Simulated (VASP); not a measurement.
Here is a VASP 6.6.1 calculation.

The input INCAR:

```
SYSTEM = HPt6
PREC = Accurate
ENCUT = 520
EDIFF = 1E-6
ISMEAR = 0
SIGMA = 0.1
LREAL = .False.
LASPH = .True.
NELM = 100
ALGO = Normal
ISIF = 2
LWAVE = .False.
LCHARG = .False.
LDIPOL = .True.
IDIPOL = 3
DIPOL = 0.5 0.5 0.302
GGA = PE
NBANDS = 74
```

KPOINTS

```
Automatic mesh
0
Gamma
  6 6 1
  0 0 0
```

The input POSCAR:

```
HPt6
1.0
    5.6145835605      0.0000000000      0.0000000000
   -2.8072917802      4.8623719950      0.0000000000
    0.0000000000      0.0000000000     22.6197373747
Pt H
12 2
Direct
    0.3333333333      0.1666666667      0.1768367127
    0.3333333333      0.6666666667      0.1768367127
    0.8333333333      0.1666666667      0.1768367127
    0.8333333333      0.6666666667      0.1768367127
    0.1666666667      0.3333333333      0.2789580515
    0.1666666667      0.8333333333      0.2789580515
    0.6666666667      0.3333333333      0.2789580515
    0.6666666667      0.8333333333      0.2789580515
    0.0000000000      0.0000000000      0.3810715055
    0.0000000000      0.5000000000      0.3810715055
    0.5000000000      0.0000000000      0.3810715055
    0.5000000000      0.5000000000      0.3810715055
    0.2165800971      0.4331601942      0.4434064467
    0.2834199029      0.5668398058      0.4434064467
```

Potentials or basis: VASP PAW PBE potentials, release 64 (Pt, H).

The run is started by

```bash
$ cat potpaw_PBE.64/Pt/POTCAR potpaw_PBE.64/H/POTCAR > POTCAR
$ mpirun -np 1 vasp_std > vasp.out
```

**Question.** Predict the band gap on the k mesh.

**Answer.** Zero (bands 61 and 62 overlap by 0.73 eV).

**Question.** Estimate the largest force.

**Answer.** 7.709 eV/Å.

Forces on the atoms (eV/Å):
```
Pt   0.050  0.006 -0.052
Pt   0.000  0.019  0.058
Pt  -0.050  0.006 -0.052
Pt   0.000 -0.008  0.124
Pt   0.000 -0.112 -0.353
Pt   0.000  0.093 -0.084
Pt   0.000  0.076  0.292
Pt   0.000  0.093 -0.084
Pt   0.000 -0.377 -0.219
Pt  -0.616 -0.072 -0.006
Pt   0.000  0.363 -0.253
Pt   0.616 -0.072 -0.006
H    0.000 -7.702  0.317
H    0.000  7.688  0.317
```

Caveat: spin-orbit coupling is left out, which moves the levels of the heavy elements.
